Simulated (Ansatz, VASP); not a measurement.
## SrTe: VASP beside Ansatz

```xyz
2
Lattice="0.0000 3.3028 3.3028 3.3028 0.0000 3.3028 3.3028 3.3028 0.0000" Properties=species:S:1:pos:R:3 pbc="T T T"
Te    3.3028    3.3028    3.3028
Sr    0.0000    0.0000    0.0000
```

Alike in both runs: functional PBEsol; k mesh 8 × 8 × 8; occupations gaussian, width 0.02 eV; no spin polarisation.

Ansatz relaxed the structure, and its values are those at the end. VASP's run is a single point on that final structure, the one shown.

```csv
,VASP,Ansatz
version,VASP 6.6.1,Ansatz 0.2.0
potentials or method,"VASP PAW PBE potentials, release 64 (Te, Sr_sv), cutoff 500 eV","scalar-relativistic, plane waves, PAW"
valence electrons in the cell,16,26
```

Ansatz gave:

```
gap on the k mesh at the Fermi level (eV) : 1.57
least direct gap on the mesh (eV)         : 2.33
pressure (GPa)                            : 0.0
```

Estimate VASP's values.

gap on the k mesh at the Fermi level (eV): 1.54; least direct gap on the mesh (eV): 2.31; pressure (GPa): 0.1.

VASP's potentials were made for PBE, not for PBEsol. With one functional, cell and mesh, what is left measures potentials, basis and numerics. VASP's potentials hold 16 valence electrons a cell and Ansatz's 26, so a difference there can come from the potentials and not from the codes.

Spin-orbit coupling is off throughout.
